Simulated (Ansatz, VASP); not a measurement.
**Cu5Mo in VASP and in Ansatz**

File INCAR:

```
PREC = Accurate
ENCUT = 600
EDIFF = 1E-6
ISMEAR = 0
SIGMA = 0.2
LREAL = F
LASPH = T
NELM = 80
ALGO = Normal
ISIF = 3
LWAVE = F
LCHARG = F
GGA = PE
IBRION = 2
NSW = 36
EDIFFG = -0.08
```

The input KPOINTS:

```
Automatic mesh
0
Gamma
  6 6 2
```

File POSCAR:

```
Cu5Mo
1.0
    2.9841480700      0.0000000000      0.0000000000
   -1.4920740400      2.5843480400      0.0000000000
    0.0000000000      0.0000000000     14.1543104200
Cu Mo
5 1
Direct
    0.6666666700      0.3333333300      0.8533704300
    0.0000000000      0.0000000000      0.6760535800
    0.6666666700      0.3333333300      0.5000000000
    0.0000000000      0.0000000000      0.3239464200
    0.6666666700      0.3333333300      0.1466295700
    0.0000000000      0.0000000000      0.0000000000
```

Input for Ansatz:

```yaml
crystal:
  lattice:
    - [2.98414807, 0.0, 0.0]
    - [-1.49207404, 2.58434804, 0.0]
    - [0.0, 0.0, 14.15431042]
  atoms:
    - { symbol: Cu, position: [0.66666667, 0.33333333, 0.85337043] }
    - { symbol: Cu, position: [0.0, 0.0, 0.67605358] }
    - { symbol: Cu, position: [0.66666667, 0.33333333, 0.5] }
    - { symbol: Cu, position: [0.0, 0.0, 0.32394642] }
    - { symbol: Cu, position: [0.66666667, 0.33333333, 0.14662957] }
    - { symbol: Mo, position: [0.0, 0.0, 0.0] }
basis:
  ecutwfc: 420
kpoints:
  mp_grid: { grid: [6, 6, 2] }
hamiltonian:
  xc: pbe
scf:
  occupations: { method: gaussian, width: 0.2 }
  lower_state_search: "off"
output:
  forces: true
  stress: true
  eigenvalues: true
relax:
  adjacent_minimum: "off"
  f_tol: 0.08
  max_steps: 16
  cell: { stress_tol: 0.8 }
```

Change from the starting cell: species swapped into the Ca5Mg type (P-6m2, No. 187).

Alike in both runs: task relaxation of cell and atoms; functional PBE; k mesh 6 × 6 × 2; occupations gaussian, width 0.2 eV; no spin polarisation.

```csv
,VASP,Ansatz
version,VASP 6.6.1,Ansatz 0.2.0
potentials or method,"VASP PAW PBE potentials, release 64 (Cu, Mo_sv), cutoff 600 eV","scalar-relativistic, plane waves, PAW"
valence electrons in the cell,69,109
```

|  | VASP | Ansatz | Ansatz less VASP |
| --- | --- | --- | --- |
| gap on the k mesh at the Fermi level, each at its own relaxed structure (eV) | none | none | - |
| relaxed volume (Å³/atom) | 12.89 | 12.78 | -0.104 |
| relaxed cell length with the largest relative difference (Å) | 2.650 | 2.640 | -0.0093 |

A gap of «none» marks a metal or a gap that the smearing closes. VASP's potentials hold 69 valence electrons a cell and Ansatz's 109, so a difference there can come from the potentials and not from the codes.

The k mesh is coarse, so the values compare programs but aren't converged. Noted on VASP's run: the volume moved by over 15 % at a fixed basis, so the end points are rough.
